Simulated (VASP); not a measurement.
Sb: single point with PBEsol

Crystal: Sb.

```xyz
1
Lattice="0.0000 2.3050 2.3281 2.3050 0.0000 2.3281 2.3050 2.3050 0.0000" Properties=species:S:1:pos:R:3 pbc="T T T"
Sb    0.0000    0.0000    0.0000
```

This cell differs from its parent crystal: zz strain of +1 %.

```yaml
Program: VASP 6.6.1
Task: single point
Functional: PBEsol
Potentials_or_basis: VASP PAW PBE potentials, release 64 (Sb)
Cutoff: 520 eV
k_mesh: 14 × 14 × 14
Occupations: fermi-dirac, width 0.03 eV
Spin: no spin polarisation
```

The pressure is 4.2 GPa and the band gap on the k mesh is zero (an odd number of electrons rules out a gap without spin polarisation).

Stress tensor (GPa, compression positive):
```
3.87 0.00 0.00
0.00 3.87 0.00
0.00 0.00 4.98
```

Levels at points of the mesh, in eV from the Fermi level:
| k point | band 1 | band 2 | band 3 | band 4 | band 5 |
| --- | --- | --- | --- | --- | --- |
| (0.00, 0.00, 0.00) | -13.67 | 5.92 | 5.92 | 5.93 | 10.20 |
| (0.50, 0.00, 0.00) | -9.43 | -6.43 | 3.92 | 4.10 | 8.70 |
| (0.50, 0.50, 0.00) | -7.65 | -5.50 | 0.44 | 0.44 | 4.28 |
| (0.50, 0.00, 0.50) | -7.50 | -5.41 | 0.27 | 0.35 | 4.13 |

Wall time 33 s on 1 thread of Intel Xeon 8259CL, on a shared host, peak memory 0.17 GiB.

Caveat: the cell differs from its parent crystal (zz strain of +1 %); the cell stands under pressure; the PAW data sets were made with another functional, which shifts forces and pressure a little; spin-orbit coupling is left out, which moves the levels of the heavy elements.
